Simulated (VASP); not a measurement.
TiPdSe4, 6 atoms in the cell. It takes space group F-43m (No. 216, cubic). The conventional cell has a = 7.904 Å, b = 7.904 Å, c = 7.904 Å, α = 90.00°, β = 90.00°, γ = 90.00°. Ti (site symmetry -43m) has 12 Se at 3.28 Å and 4 Pd at 3.42 Å within 4.3 Å. Pd (site symmetry -43m) has 12 Se at 3.28 Å and 4 Ti at 3.42 Å within 4.3 Å. Se (site symmetry 3m) has 6 Se at 2.79 to 2.80 Å and 3 Ti at 3.28 Å and 3 Pd at 3.28 Å within 3.7 Å. 

```yaml
Program: VASP 6.6.1
Task: single point
Functional: PBE
Potentials_or_basis: VASP PAW PBE potentials, release 64 (Ti_sv, Pd, Se)
Cutoff: 520 eV
k_mesh: 3 × 3 × 3
Occupations: gaussian, width 0.15 eV
Spin: collinear spin, ferromagnetic start
Starting_moments: "[1.0, 0.0, 0.0, 0.0, 0.0, 0.0] μB"
Dipole_correction: no
Further_INCAR_settings: ALGO = Normal; EDIFF = 1e-06; NBANDS = 36
```

Potentials or basis: VASP PAW PBE potentials, release 64 (Ti_sv, Pd, Se).

The run is started by

```sh
$ cat potpaw_PBE.64/Ti_sv/POTCAR potpaw_PBE.64/Pd/POTCAR potpaw_PBE.64/Se/POTCAR > POTCAR
$ mpirun -np 1 vasp_std > vasp.out
```

Hardware: 1 thread of AMD EPYC 9R45 (Zen 5) (shared host).

Q: How long does it take, and how much memory?

A: It took 46 s on 1 thread of AMD EPYC 9R45 (Zen 5) (shared host), peak memory 0.29 GiB. Counts: scf iterations 20, k points 4.
